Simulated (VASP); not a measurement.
# CsCl: single point with PBEsol

Crystal: CsCl.

```
CELL_PARAMETERS angstrom
4.07114 0.00000 0.00000
0.00000 4.07114 0.00000
0.00000 0.00000 4.07114
ATOMIC_POSITIONS crystal
Cs 0.00000 0.00000 0.00000
Cl 0.50000 0.50000 0.50000
```

```json
{
 "Program": "VASP 6.6.1",
 "Task": "single point",
 "Functional": "PBEsol",
 "Potentials or basis": "VASP PAW PBE potentials, release 64 (Cs_sv, Cl)",
 "Cutoff": "500 eV",
 "k mesh": "6 × 6 × 6",
 "Occupations": "fermi-dirac, width 0.02 eV",
 "Spin": "no spin polarisation",
 "Dipole correction": "no",
 "Further INCAR settings": "ALGO = Normal; EDIFF = 1e-06; NBANDS = 15"
}
```

```yaml
Pressure: 0.0 GPa
Band_gap_on_the_k_mesh: 5.22 eV
```

Levels at points of the mesh, in eV from the valence-band top:
```tsv
k point	band 6	band 7	band 8	band 9	band 10	band 11
(0.00, 0.00, 0.00)	0.00	0.00	0.00	5.22	5.22	5.22
(0.50, 0.00, 0.00)	-1.30	-0.28	-0.28	6.32	7.67	8.94
(0.50, 0.50, 0.00)	-0.44	-0.44	-0.08	5.84	5.90	7.93
(0.50, 0.50, 0.50)	-1.24	-1.24	-1.24	8.58	8.58	8.58
```

Wall time 17 s on 1 thread of Intel Xeon 8259CL, with other jobs on the host, peak memory 0.17 GiB.

Caveat: the PAW data sets were made with another functional, which shifts forces and pressure a little; spin-orbit coupling is left out, which moves the levels of the heavy elements. A k mesh can miss the band edges.
